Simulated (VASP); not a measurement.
Here is a VASP 6.6.1 calculation.

INCAR

```
PREC     = Accurate       # precision mode
ENCUT    = 500            # plane-wave cutoff, eV
EDIFF    = 1E-6           # SCF threshold, eV
ISMEAR   = -1             # smearing method
SIGMA    = 0.1            # smearing width, eV
LREAL    = F              # projectors in reciprocal space
LASPH    = T              # aspherical terms in the spheres
NELM     = 120            # most SCF steps
ALGO     = Normal         # electronic algorithm
ISIF     = 2              # what is computed and relaxed
LWAVE    = F              # write WAVECAR
LCHARG   = F              # write CHGCAR
GGA      = PE             # functional
NBANDS   = 8              # bands
GGA_COMPAT= F
```

KPOINTS

```
regular mesh
0
Gamma
  15 15 15
```

File POSCAR:

```
Si
1.0
    0.0000000000      1.6919762044      1.6919762044
    1.6919762044      0.0000000000      1.6919762044
    1.6919762044      1.6919762044      0.0000000000
Si
1
Direct
    0.0000000000      0.0000000000      0.0000000000
```

Potentials or basis: VASP PAW PBE potentials, release 64 (Si).

The run is started by

```sh
$ cat potpaw_PBE.64/Si/POTCAR > POTCAR
$ mpirun -np 1 vasp_std > vasp.out
```

Problem. Predict the pressure.

Solution. 79.3 GPa.

Problem. Estimate the band gap on the k mesh.

Solution. Zero (band 2 reaches 30.01 eV, above the bottom of band 3 at 13.29 eV).
